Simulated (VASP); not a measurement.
# In3Sb (Pm-3m) in VASP: a series of runs

In3Sb is run at these levels: PBEsol; tasks: relaxation of cell and atoms.

All numbers are computed with VASP 6.6.1; they aren't measurements. Logs are shortened: lines on timing, memory, paths and dates and some standing lists are left out, and cuts for length are marked.

## 1. The cell of the first run

The structure is cubic, space group Pm-3m (No. 221). The conventional cell has a = 4.840 Å, b = 4.840 Å, c = 4.840 Å, α = 90.00°, β = 90.00°, γ = 90.00°. Sb (site symmetry m-3m) has 12 In at 3.42 Å within 4.5 Å. Within 4.5 Å of In (site symmetry 4/mmm) lie 4 Sb at 3.42 Å and 8 In at 3.42 Å.

## 2. Relaxation of cell and atoms, PBEsol, target pressure 5 GPa, at which the enthalpy is minimised

The input, INCAR:

```
  ALGO = Normal
  EDIFF = 1E-6
  EDIFFG = -0.02
  ENCUT = 600
  GGA = PS
  IBRION = 2
  ISIF = 3
  ISMEAR = -1
  LASPH = True
  LCHARG = False
  LREAL = False
  LWAVE = False
  NELM = 60
  NSW = 80
  PREC = Accurate
  PSTRESS = 50.0
  SIGMA = 0.01
```

The input, KPOINTS:

```
k-points
0
Gamma
  5 5 5
```

The input, POSCAR:

```
In3Sb
1.0
    4.8400000000      0.0000000000      0.0000000000
    0.0000000000      4.8400000000      0.0000000000
    0.0000000000      0.0000000000      4.8400000000
Sb In
1 3
Direct
    0.0000000000      0.0000000000      0.0000000000
    0.0000000000      0.5000000000      0.5000000000
    0.5000000000      0.0000000000      0.5000000000
    0.5000000000      0.5000000000      0.0000000000
```

Potentials or basis: VASP PAW PBE potentials, release 64 (Sb, In_d).

Started as:

```sh
$ cat potpaw_PBE.64/Sb/POTCAR potpaw_PBE.64/In_d/POTCAR > POTCAR
$ mpirun -np 1 vasp_std > vasp.out
```

OUTCAR:

```text
EDIFF = 1E-6
   EDIFFG = -0.02
   ENCUT = 600
   GGA = PS
   IBRION = 2
   ISIF = 3
   ISMEAR = -1
   LASPH = True
   LREAL = False
   NELM = 60
   NSW = 80
   PREC = Accurate
   PSTRESS = 50.0

 ion  position               nearest neighbor table
   1  0.000  0.000  0.000-   2 3.42   3 3.42   4 3.42   2 3.42   3 3.42   2 3.42   4 3.42   2 3.42
                             3 3.42   4 3.42   3 3.42   4 3.42
   2  0.000  0.500  0.500-   1 3.42   3 3.42   4 3.42   1 3.42   4 3.42   1 3.42   3 3.42   1 3.42
                             3 3.42   4 3.42   4 3.42   3 3.42
   3  0.500  0.000  0.500-   1 3.42   2 3.42   4 3.42   1 3.42   4 3.42   2 3.42   4 3.42   4 3.42
                             1 3.42   2 3.42   1 3.42   2 3.42
   4  0.500  0.500  0.000-   1 3.42   2 3.42   3 3.42   2 3.42   3 3.42   1 3.42   3 3.42   3 3.42
                             1 3.42   2 3.42   2 3.42   1 3.42

  LATTYP: Found a simple cubic cell.
 ALAT       =     4.8400000000

  Lattice vectors:

 A1 = (   4.8400000000,   0.0000000000,   0.0000000000)
 A2 = (   0.0000000000,   4.8400000000,   0.0000000000)
 A3 = (   0.0000000000,   0.0000000000,   4.8400000000)

Analysis of symmetry for initial positions (statically):
=====================================================================
 Subroutine PRICEL returns:
 Original cell was already a primitive cell.

 Routine SETGRP: Setting up the symmetry group for a
 simple cubic supercell.

 Subroutine GETGRP returns: Found 48 space group operations
 (whereof 48 operations were pure point group operations)
 out of a pool of 48 trial point group operations.

The static configuration has the point symmetry O_h .

Analysis of symmetry for dynamics (positions and initial velocities):
=====================================================================
 Subroutine PRICEL returns:
 Original cell was already a primitive cell.

 Routine SETGRP: Setting up the symmetry group for a
 simple cubic supercell.

 Subroutine GETGRP returns: Found 48 space group operations
 (whereof 48 operations were pure point group operations)
 out of a pool of 48 trial point group operations.

The dynamic configuration has the point symmetry O_h .

 Subroutine INISYM returns: Found 48 space group operations
 (whereof 48 operations are pure point group operations),
 and found     1 'primitive' translations

----------------------------------------------------------------------------------------

                                     Primitive cell

[... 67 lines left out ...]
   NGX,Y,Z   is equivalent  to a cutoff of  13.74, 13.74, 13.74 a.u.
   NGXF,Y,Z  is equivalent  to a cutoff of  27.48, 27.48, 27.48 a.u.
 SYSTEM =  unknown system
   PREC   = accura    normal or accurate (medium, high low for compatibility)
   ISTART =      0    job   : 0-new  1-cont  2-samecut
   ICHARG =      2    charge: 1-file 2-atom 10-const
   ISPIN  =      1    spin polarized calculation?
   LNONCOLLINEAR =      F non collinear calculations
   LSORBIT =      F    spin-orbit coupling
   LASPH  =      T    aspherical Exc in radial PAW
   ENCUT  =  600.0 eV  44.10 Ry    6.64 a.u.   9.67  9.67  9.67*2*pi/ulx,y,z
   NELM   =     60;   NELMIN=  2; NELMDL= -5     # of ELM steps
   EDIFF  = 0.1E-05   stopping-criterion for ELM
   LREAL  =      F    real-space projection
   EDIFFG = -.2E-01   stopping-criterion for IOM
   NSW    =     80    number of steps for IOM
   IBRION =      2    ionic relax: 0-MD 1-quasi-New 2-CG
   NFREE  =      1    steps in history (QN), initial steepest desc. (CG)
   ISIF   =      3    stress and relaxation
   ISYM   =      2    0-nonsym 1-usesym 2-fastsym
   POTIM  = 0.5000    time-step for ionic-motion
   TEBEG  =    0.0;   TEEND  =   0.0 temperature during run
   PSTRESS=   50.0 pullay stress
   NELECT =      44.0000    total number of electrons
   NUPDOWN=      -1.0000    fix difference up-down
   EMIN   =  10.00;   EMAX   =-10.00  energy-range for DOS
   EFERMI =   0.00;   METHOD = LEGACY
   ISMEAR =    -1;   SIGMA  =   0.01  broadening in eV -4-tet -1-fermi 0-gaus
   EFERMI_NEDOS =   21; number of points for ismear=-14 and -15
   IALGO  =     38    algorithm
   IMIX   =      4    mixing-type and parameters
     AMIX     =   0.40;   BMIX     =  1.00
     AMIX_MAG =   1.60;   BMIX_MAG =  1.00
  volume/ion in A,a.u.               =      28.34       191.28
  Fermi-wavevector in a.u.,A,eV,Ry     =   1.194117  2.256555 19.400770  1.425916
  Thomas-Fermi vector in A             =   2.330115
   LORBIT       =      0    0 simple, 1 ext, 2 COOP (PROOUT), +10 PAW based schemes
   GGA     = PS    functional components
   LHFCALC =     F    Hartree Fock is set to
   AEXX    =    0.0000 exact exchange contribution
   IVDW    =     0    specifies the selected vdW correction
   LEPSILON=     F    determine dielectric tensor
   LRPA    =     F    only Hartree local field effects (RPA)
 conjugate gradient relaxation of ions
 non-spin polarized calculation
  energy-cutoff  :      600.00
  volume of cell :      113.38
 maximum number of plane-waves:      3811
 NGX is ok and might be reduce to    40
   NGX = 19   NGY = 19   NGZ = 19

--------------------------------------- Ionic step        1  -------------------------------------------

 number of electron      43.9999979 magnetization

 Free energy of the ion-electron system (eV)
  ---------------------------------------------------
  ext. energy  EPLUGINS =         0.00000000
  ---------------------------------------------------
  free energy    TOTEN  =       -13.22044202 eV

  energy without entropy =      -13.21528126  energy(sigma->0) =      -13.21786164

------------------------ aborting loop because EDIFF is reached ----------------------------------------

  FORCE on cell =-STRESS in cart. coord.  units (eV):
  Direction    XX          YY          ZZ          XY          YZ          ZX
  --------------------------------------------------------------------------------------
  -------------------------------------------------------------------------------------
  Total       -1.4724288     -1.4724288     -1.4724288      0.0000000      0.0000000      0.0000000
  in kB      -20.8069684    -20.8069684    -20.8069684      0.0000000      0.0000000      0.0000000
  external PRESSURE =     -70.8069684 kB  Pullay stress =      50.0000000 kB
[... 107 lines left out ...]
--------------------------------------- Ionic step        4  -------------------------------------------

 number of electron      43.9999978 magnetization

 Free energy of the ion-electron system (eV)
  ---------------------------------------------------
  ext. energy  EPLUGINS =         0.00000000
  ---------------------------------------------------
  free energy    TOTEN  =       -13.11369108 eV

  energy without entropy =      -13.10923863  energy(sigma->0) =      -13.11146486

 E-fermi :   8.7002     XC(G=0): -10.7766

 val. band max:        8.6878469806   @ k =   0.4000   0.4000   0.2000
 cond. band min:       8.7082856177   @ k =   0.4000   0.2000   0.2000
 fundamental gap:      0.0204386372
 Fermi energy:         8.7001800531

 k-point     1 :       0.0000    0.0000    0.0000
  band No.  band energies     occupation
      1      -6.1936      2.00000
      2      -6.1736      2.00000
      3      -6.1736      2.00000
      4      -6.1736      2.00000
      5      -6.0101      2.00000
      6      -6.0101      2.00000
[... 314 lines left out ...]
  energy  without entropy=      -13.1092386290  energy(sigma->0) =      -13.11146486

  enthalpy is  TOTEN    =       -10.0890715099 eV   P V=        3.0246195721

 reached required accuracy - stopping structural energy minimisation
```

OSZICAR:

```text
N       E                     dE             d eps       ncg     rms          rms(c)
DAV:   1     0.391017592739E+03    0.39102E+03   -0.22674E+04   520   0.227E+03
DAV:   2     0.207097512960E+02   -0.37031E+03   -0.36692E+03   522   0.486E+02
DAV:   3    -0.120697810382E+02   -0.32780E+02   -0.32152E+02   644   0.167E+02
[... 37 lines left out ...]
DAV:   1    -0.131183856808E+02    0.47571E-02   -0.12638E-01   646   0.576E+00    0.427E-01
DAV:   2    -0.131142728499E+02    0.41128E-02   -0.98045E-03   676   0.172E+00    0.143E-01
DAV:   3    -0.131137055001E+02    0.56735E-03   -0.20746E-03   716   0.740E-01    0.536E-02
DAV:   4    -0.131136904785E+02    0.15022E-04   -0.86385E-05   526   0.760E-02    0.979E-03
DAV:   5    -0.131136910820E+02   -0.60350E-06   -0.61415E-06   672   0.297E-02
   4 F= -.10089072E+02 E0= -.10086845E+02  d E =-.406936E+00
```

It took 3 min on 1 thread of Intel Xeon 8259CL, shared host; peak memory 0.27 GiB.

What came out:

```
Free energy                                                : -13.1137 eV
Relaxed volume                                             : 24.23 Å³/atom
Relaxed cell                                               : a = 4.593 Å, b = 4.593 Å, c = 4.593 Å, α = 90.00°, β = 90.00°, γ = 90.00°
Space group after relaxing (to 0.1 Å)                      : Pm-3m (No. 221)
Energy change on relaxing (the run minimises the enthalpy) : +26.7 meV/atom
Ionic steps                                                : 4
Pressure after relaxing                                    : 5.0 GPa
Band gap on the k mesh                                     : zero (bands 22 and 23 overlap by 2.61 eV)
```

The path:
| step | energy change (eV) | largest force (eV/Å) | pressure (GPa) | volume (Å³) |
| --- | --- | --- | --- | --- |
| 1 | 0.0000 | 0.0000 | -2.08 | 113.38 |
| 2 | 0.2175 | 0.0000 | 7.35 | 94.04 |
| 3 | 0.0973 | 0.0000 | 4.82 | 97.23 |
| 4 | 0.1068 | 0.0000 | 5.01 | 96.92 |

Final structure:
```
Sb In
1.0
     4.59343    0.00000    0.00000
     0.00000    4.59343    0.00000
     0.00000    0.00000    4.59343
Sb In
1 3
Cartesian
  0.0000 0.0000 0.0000
  0.0000 2.2967 2.2967
  2.2967 0.0000 2.2967
  2.2967 2.2967 0.0000
```

Levels at points of the mesh, in eV from the Fermi level:
| k point | band 18 | band 19 | band 20 | band 21 | band 22 | band 23 | band 24 | band 25 | band 26 |
| --- | --- | --- | --- | --- | --- | --- | --- | --- | --- |
| (0.00, 0.00, 0.00) | -3.56 | -3.56 | -3.56 | -2.29 | -2.29 | 2.38 | 2.38 | 2.38 | 3.95 |

Caveat: the cell is relaxed towards a set pressure, so the run minimises the enthalpy, not the energy; the PAW data sets were made with another functional, which shifts forces and pressure a little; spin-orbit coupling is left out, which moves the levels of the heavy elements.

## 3. Relaxation of cell and atoms, PBEsol, target pressure 10 GPa, at which the enthalpy is minimised

The input, INCAR:

```
SYSTEM = In3Sb
  ALGO = Normal
  EDIFF = 1E-6
  EDIFFG = -0.02
  ENCUT = 600
  GGA = PS
  IBRION = 2
  ISIF = 3
  ISMEAR = -1
  LASPH = .TRUE.
  LCHARG = .FALSE.
  LREAL = .FALSE.
  LWAVE = .FALSE.
  NELM = 60
  NSW = 80
  PREC = Accurate
  PSTRESS = 100.0
  SIGMA = 0.01
```

The input, KPOINTS:

```
k-points
0
G
  5 5 5
  0 0 0
```

POSCAR is that of step 2.

Potentials or basis: VASP PAW PBE potentials, release 64 (Sb, In_d).

Started as:

```sh
$ cat potpaw_PBE.64/Sb/POTCAR potpaw_PBE.64/In_d/POTCAR > POTCAR
$ mpirun -np 1 vasp_std > vasp.out
```

Run time: 2.4 min. Hardware: 1 thread of Intel Xeon 8259CL, shared host; peak memory 0.26 GiB.

It converged, with:

```
Free energy                                                : -12.8535 eV
Relaxed volume                                             : 22.81 Å³/atom
Relaxed cell                                               : a = 4.502 Å, b = 4.502 Å, c = 4.502 Å, α = 90.00°, β = 90.00°, γ = 90.00°
Space group after relaxing (to 0.1 Å)                      : Pm-3m (No. 221)
Energy change on relaxing (the run minimises the enthalpy) : +91.7 meV/atom
Ionic steps                                                : 3
Pressure after relaxing                                    : 9.9 GPa
Band gap on the k mesh                                     : zero (bands 22 and 23 overlap by 2.84 eV)
```

The path:
```tsv
step	energy change (eV)	largest force (eV/Å)	pressure (GPa)	volume (Å³)
1	0.0000	0.0000	-2.08	113.38
2	1.2707	0.0000	21.66	81.80
3	0.3669	0.0000	9.93	91.26
```

Final structure:
```
Sb In
1.0
     4.50220    0.00000    0.00000
     0.00000    4.50220    0.00000
     0.00000    0.00000    4.50220
Sb In
1 3
Direct
  0.00000 0.00000 0.00000
  0.00000 0.50000 0.50000
  0.50000 0.00000 0.50000
  0.50000 0.50000 0.00000
```

Levels at points of the mesh, in eV from the Fermi level:
| k point | band 19 | band 20 | band 21 | band 22 | band 23 | band 24 | band 25 | band 26 |
| --- | --- | --- | --- | --- | --- | --- | --- | --- |
| (0.00, 0.00, 0.00) | -3.88 | -3.88 | -2.27 | -2.27 | 2.42 | 2.42 | 2.42 | 4.00 |

Caveat: the cell is relaxed towards a set pressure, so the run minimises the enthalpy, not the energy; the volume moved by over 15 % at a fixed basis, so the end points are rough; the PAW data sets were made with another functional, which shifts forces and pressure a little; spin-orbit coupling is left out, which moves the levels of the heavy elements.

## 4. Relaxation of cell and atoms, PBEsol, target pressure 20 GPa, at which the enthalpy is minimised

The input, INCAR:

```
  PREC = Accurate
  ENCUT = 600
  EDIFF = 1E-6
  ISMEAR = -1
  SIGMA = 0.01
  LREAL = False
  LASPH = True
  NELM = 100
  ALGO = Normal
  ISIF = 3
  LWAVE = False
  LCHARG = False
  GGA = PS
  IBRION = 2
  NSW = 80
  EDIFFG = -0.02
  PSTRESS = 200.0
```

The input, KPOINTS:

```
regular mesh
0
Gamma
  5 5 5
```

POSCAR is that of step 3.

Started as:

```sh
$ cat potpaw_PBE.64/Sb/POTCAR potpaw_PBE.64/In_d/POTCAR > POTCAR
$ mpirun -np 1 vasp_std > vasp.out
```

It took 3.9 min on 1 thread of Intel Xeon 8259CL, shared host; peak memory 0.26 GiB.

The run converged. Its results:

```
Free energy                                                : -12.0744 eV
Relaxed volume                                             : 20.69 Å³/atom
Relaxed cell                                               : a = 4.358 Å, b = 4.358 Å, c = 4.358 Å, α = 90.00°, β = 90.00°, γ = 90.00°
Space group after relaxing (to 0.1 Å)                      : Pm-3m (No. 221)
Energy change on relaxing (the run minimises the enthalpy) : +286.5 meV/atom
Ionic steps                                                : 5
Pressure after relaxing                                    : 20.0 GPa
Band gap on the k mesh                                     : zero (bands 22 and 23 overlap by 3.22 eV)
```

The path:
```tsv
step	energy change (eV)	largest force (eV/Å)	pressure (GPa)	volume (Å³)
1	0.0000	0.0000	-2.08	113.38
2	8.1482	0.0000	101.28	60.60
3	0.9249	0.0000	17.28	84.66
4	1.0595	0.0000	18.95	83.47
5	1.1461	0.0000	20.02	82.76
```

Final structure:
```
Sb In
1.0
     4.35789    0.00000    0.00000
     0.00000    4.35789    0.00000
     0.00000    0.00000    4.35789
Sb In
1 3
Direct
  0.00000 0.00000 0.00000
  0.00000 0.50000 0.50000
  0.50000 0.00000 0.50000
  0.50000 0.50000 0.00000
```

Levels at points of the mesh, in eV from the Fermi level:
| k point | band 19 | band 20 | band 21 | band 22 | band 23 | band 24 | band 25 | band 26 |
| --- | --- | --- | --- | --- | --- | --- | --- | --- |
| (0.00, 0.00, 0.00) | -4.36 | -4.36 | -2.18 | -2.18 | 2.54 | 2.54 | 2.54 | 4.14 |

Caveat: the cell is relaxed towards a set pressure, so the run minimises the enthalpy, not the energy; the volume moved by over 15 % at a fixed basis, so the end points are rough; the PAW data sets were made with another functional, which shifts forces and pressure a little; spin-orbit coupling is left out, which moves the levels of the heavy elements.

## 5. Overview

| cell | gap on the mesh (eV) | pressure (GPa) |
| --- | --- | --- |
| relaxed to 5 GPa | none | 5.0 |
| relaxed to 10 GPa | none | 9.9 |
| relaxed to 20 GPa | none | 20.0 |

Alike in all rows: task relaxation of cell and atoms; level PBEsol; potentials or basis VASP PAW PBE potentials, release 64 (Sb, In_d); no spin polarisation; k mesh 5 × 5 × 5; cutoff (eV) 600; smearing fermi-dirac 0.01 eV.

Caveats: the cell is relaxed towards a set pressure, so the run minimises the enthalpy, not the energy; the PAW data sets were made with another functional, which shifts forces and pressure a little; spin-orbit coupling is left out, which moves the levels of the heavy elements; the volume moved by over 15 % at a fixed basis, so the end points are rough (at least some runs).

Total energies depend on the potentials used, so only differences within one code and one set of settings carry meaning.
